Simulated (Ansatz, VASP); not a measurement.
**I in VASP and in Ansatz**

INCAR

```
SYSTEM = I
ALGO = Normal
EDIFF = 1E-6
ENCUT = 520
ISIF = 2
ISMEAR = -1
LASPH = .True.
LCHARG = .False.
LREAL = .False.
LWAVE = .False.
NBANDS = 10
NELM = 80
PREC = Accurate
SIGMA = 0.05
```

The input KPOINTS:

```
k-points
0
Gamma
  9 9 9
  0 0 0
```

POSCAR

```
I
1.0
    0.0000000000      2.3656004428      3.9098401324
    2.1922454667      0.0000000000      3.9098401324
    2.1922454667      2.3656004428      0.0000000000
I
1
Direct
    0.0000000000      0.0000000000      0.0000000000
```

File input.yaml:

```yaml
crystal:
  lattice:
    - [0.0, 2.3656004428, 3.9098401324]
    - [2.1922454667, 0.0, 3.9098401324]
    - [2.1922454667, 2.3656004428, 0.0]
  atoms:
    - { symbol: I, position: [0.0, 0.0, 0.0] }
kpoints:
  mp_grid: { grid: [9, 9, 9] }
  band_path:
    path:
      - [0.0, 0.0, 0.0]
      - [0.5, 0.0, 0.5]
      - [0.5, 0.1138942365, 0.6138942365]
      - [0.0504161431, 0.5, 0.5504161431]
      - [0.0, 0.5, 0.5]
      - [0.0, 0.0, 0.0]
      - [0.5, 0.5, 0.0]
      - [0.9495838569, 0.5, 0.4495838569]
    npoints: 6
scf:
  occupations: { method: fermi_dirac, width: 0.05 }
hamiltonian:
  xc: lda
  pseudopotentials: { kind: all_electron, lapw: { basis_error: 0.001 } }
output:
  forces: true
  stress: true
  eigenvalues: true
```

Alike in both runs: functional LDA; k mesh 9 × 9 × 9; occupations fermi-dirac, width 0.05 eV; no spin polarisation.

```csv
,VASP,Ansatz
version,VASP 6.6.1,Ansatz 0.2.0
potentials or method,"VASP PAW LDA potentials, release 64 (I), cutoff 520 eV","all-electron LAPW, scalar-relativistic"
task,single point,band structure
```

```tsv
	VASP	Ansatz	Ansatz less VASP
gap on the k mesh at the Fermi level (eV)	none	none	-
pressure (GPa)	-2.3	-2.3	+0.01
traceless stress, the component that is largest in VASP (GPa)	1.20	1.20	-0.001
```

LDA's correlation is that of Perdew and Zunger in VASP and of Perdew and Wang (1992) in Ansatz. A gap of «none» marks a metal or a gap that the smearing closes. Ansatz ran all-electron here, and VASP with PAW potentials.

Neither program's run includes spin-orbit coupling.
